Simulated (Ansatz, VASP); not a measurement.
## TiGePd3: VASP beside Ansatz

```
CELL_PARAMETERS angstrom
4.96073 0.00000 0.00000
0.00000 4.96073 0.00000
0.00000 0.00000 4.71072
ATOMIC_POSITIONS crystal
Ti 0.00000 0.00000 0.50000
Ge 0.50000 0.50000 0.50000
Pd 0.00000 0.50000 0.50000
Pd 0.50000 0.00000 0.50000
Pd 0.50000 0.50000 0.00000
```

Alike in both runs: functional PBE; k mesh 8 × 8 × 8; occupations gaussian, width 0.1 eV; collinear spin.

Ansatz relaxed the structure, and its values are those at the end. VASP's run is a single point on that final structure, the one shown.

|  | VASP | Ansatz |
| --- | --- | --- |
| version | VASP 6.6.1 | Ansatz 0.2.0 |
| potentials or method | VASP PAW PBE potentials, release 64 (Ti_sv, Ge_d, Pd), cutoff 520 eV | scalar-relativistic, plane waves, PAW |
| valence electrons in the cell | 56 | 80 |

VASP gave:

- gap on the k mesh at the Fermi level (eV): none
- pressure (GPa): -0.3
- net moment per atom (μB): 0.00
- size of the moment on the site where the two differ most (μB): 0.00

Question: Estimate Ansatz's values.

Answer: gap on the k mesh at the Fermi level (eV): none; pressure (GPa): 0.0; net moment per atom (μB): 0.24; size of the moment on the site where the two differ most (μB): 0.97.

The net moments are unlike, so the other rows may belong to different states. Site moments also hang on the region over which each program counts them. A gap of «none» marks a metal or a gap that the smearing closes. VASP's potentials hold 56 valence electrons a cell and Ansatz's 80, so a difference there can come from the potentials and not from the codes.
